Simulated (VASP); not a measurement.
**AlN: elastic constants with LDA**

The system is AlN.

```xyz
2
Lattice="0.0000 2.1611 2.1611 2.1611 0.0000 2.1611 2.1611 2.1611 0.0000" Properties=species:S:1:pos:R:3 pbc="T T T"
Al    0.0000    0.0000    0.0000
N     3.2417    3.2417    3.2417
```

```yaml
Program: VASP 6.6.1
Task: elastic constants
Functional: LDA
Potentials_or_basis: VASP PAW LDA potentials, release 64 (Al, N)
Cutoff: 600 eV
k_mesh: 10 × 10 × 10
Occupations: gaussian, width 0.01 eV
Spin: no spin polarisation
Dipole_correction: no
Ions_in_elastic_constants: relaxed
Further_INCAR_settings: ALGO = Normal; EDIFF = 1e-08; IBRION = 6; POTIM = 0.015; NSW = 1; ISIF = 3
```

The elastic constants C11, C12, C44 are 308, 178, 191 GPa and the voigt bulk modulus is 221 GPa. The highest phonon frequency at Γ, LO-TO splitting left out is 684 cm⁻¹.

Phonon frequencies in cm⁻¹ (negative: imaginary):
```csv
q point,frequencies
"(0.000, 0.000, 0.000)",0 0 0 684 684 684
```

Elastic tensor in Voigt notation (GPa, in the Cartesian axes of the cell as first typed):
```
308 178 178   0   0   0
178 308 178   0   0   0
178 178 308   0   0   0
  0   0   0 191   0   0
  0   0   0   0 191   0
  0   0   0   0   0 191
```

Clamped-ion elastic tensor (GPa):
```
308 178 178   0   0   0
178 308 178   0   0   0
178 178 308   0   0   0
  0   0   0 246   0   0
  0   0   0   0 246   0
  0   0   0   0   0 246
```

Run time: 10 min on 1 thread of AMD EPYC 7R13, on a shared host, peak memory 0.21 GiB.

Caveat: the cell is under stress, which shifts elastic constants.
